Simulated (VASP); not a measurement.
# MgO: elastic constants with PBE

MgO:

```
CELL_PARAMETERS angstrom
0.00000 2.12685 2.12685
2.12685 0.00000 2.12685
2.12685 2.12685 0.00000
ATOMIC_POSITIONS crystal
Mg 0.00000 0.00000 0.00000
O 0.50000 0.50000 0.50000
```

```yaml
Program: VASP 6.6.1
Task: elastic constants
Functional: PBE
Potentials_or_basis: VASP PAW PBE potentials, release 64 (Mg, O)
Cutoff: 600 eV
k_mesh: 10 × 10 × 10
Occupations: gaussian, width 0.01 eV
Spin: no spin polarisation
Dipole_correction: no
Ions_in_elastic_constants: relaxed
Further_INCAR_settings: ALGO = Normal; EDIFF = 1e-08; NBANDS = 11; IBRION = 6; POTIM = 0.015; NSW = 1; ISIF = 3
```

The elastic constants C11, C12, C44 are 267, 90, 142 GPa, the voigt bulk modulus is 149 GPa and the highest phonon frequency at Γ, LO-TO splitting left out is 368 cm⁻¹.

Phonon frequencies in cm⁻¹ (negative: imaginary):
| q point | frequencies |
| --- | --- |
| (0.000, 0.000, 0.000) | 0 0 0 368 368 368 |

Elastic tensor in Voigt notation (GPa, in the Cartesian axes of the cell as first typed):
```
267  90  90   0   0   0
 90 267  90   0   0   0
 90  90 267   0   0   0
  0   0   0 142   0   0
  0   0   0   0 142   0
  0   0   0   0   0 142
```

Clamped-ion elastic tensor (GPa):
```
267  90  90   0   0   0
 90 267  90   0   0   0
 90  90 267   0   0   0
  0   0   0 142   0   0
  0   0   0   0 142   0
  0   0   0   0   0 142
```

It took 7 min on 1 thread of Intel Xeon 8259CL (shared host), peak memory 0.26 GiB.
